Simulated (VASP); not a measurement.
Runs of VASP 6.6.1 on HfO2. The structure is that of space group Fm-3m (No. 225), or close to it. The cells are those of the table. 

| cell | k mesh | smearing | gap on the mesh (eV) | pressure (GPa) |
| --- | --- | --- | --- | --- |
| a = 3.606 Å, angles 60.0°, 3 atoms | 8 × 8 × 8 | gaussian 0.02 eV | 3.55 | -17.7 |
| a = 3.465 Å, angles 60.0°, 3 atoms | 8 × 8 × 8 | gaussian 0.02 eV | 3.86 | (c) |
| a = 3.427 Å, angles 60.0°, 3 atoms | 8 × 8 × 8 | gaussian 0.02 eV | 3.95 | (a) |
| a = 3.537 Å, angles 60.0°, 3 atoms | 8 × 8 × 8 | gaussian 0.02 eV | 3.70 | -3.6 |
| a = 3.558 Å, angles 60.0°, 3 atoms | 6 × 6 × 6 | gaussian 0.1 eV | 3.65 | -8.4 |
| a = 3.501 Å, angles 60.0°, 3 atoms | 8 × 8 × 8 | gaussian 0.02 eV | 3.78 | 5.3 |
| a = 3.572 Å, angles 60.0°, 3 atoms | 8 × 8 × 8 | gaussian 0.02 eV | (b) | -11.3 |
| a = 3.640 Å, angles 60.0°, 3 atoms | 8 × 8 × 8 | gaussian 0.02 eV | 3.48 | (d) |

Alike in all rows: task single point; level LDA; potentials or basis VASP PAW LDA potentials, release 64 (Hf_pv, O); no spin polarisation; cutoff (eV) 600.

Question: Estimate the missing entries.

Answer: (a) 28.1; (b) 3.62; (c) 15.8; (d) -23.3.

Caveats: spin-orbit coupling is left out, which moves the levels of the heavy elements; the cell stands under tension (at least some runs); the cell stands under pressure (at least some runs).

A k mesh can miss the band edges, and the runs leave out spin-orbit coupling on Hf.
